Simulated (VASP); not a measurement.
Runs of VASP 6.6.1 on Se. The structure is that of space group Im-3m (No. 229), or close to it. The cells are those of the table. 

```csv
cell,gap on the mesh (eV),pressure (GPa)
"a = 2.990 Å, angles 108.9, 108.9, 110.5°, 1 atom",none,-6.1
"a = 2.970 Å, angles 109.2, 109.2, 110.0°, 1 atom",none,(b)
"a = 2.911 Å, angles 110.0, 110.0, 108.4°, 1 atom",none,0.0
"a = 2.931 Å, angles 109.7, 109.7, 108.9°, 1 atom",none,-1.8
"a = 2.960 Å, angles 109.3, 109.3, 109.7°, 1 atom",none,-4.1
"a = 2.921 Å, angles 109.9, 109.9, 108.7°, 1 atom",none,-0.9
"a = 2.980 Å, angles 109.1, 109.1, 110.3°, 1 atom",none,(a)
"a = 2.941 Å, angles 109.6, 109.6, 109.2°, 1 atom",none,-2.6
```

Alike in all rows: task single point; level LDA; potentials or basis VASP PAW LDA potentials, release 64 (Se); no spin polarisation; k mesh 20 × 20 × 20; cutoff (eV) 520; smearing gaussian 0.15 eV.

Question: Fill in the values left out.

Answer: (a) -5.5; (b) -4.8.

Caveats: the cell stands under tension (at least some runs).

A k mesh can miss the band edges, and the runs leave out spin-orbit coupling on Se.

A gap of «none» marks levels without a gap at the run's occupations.
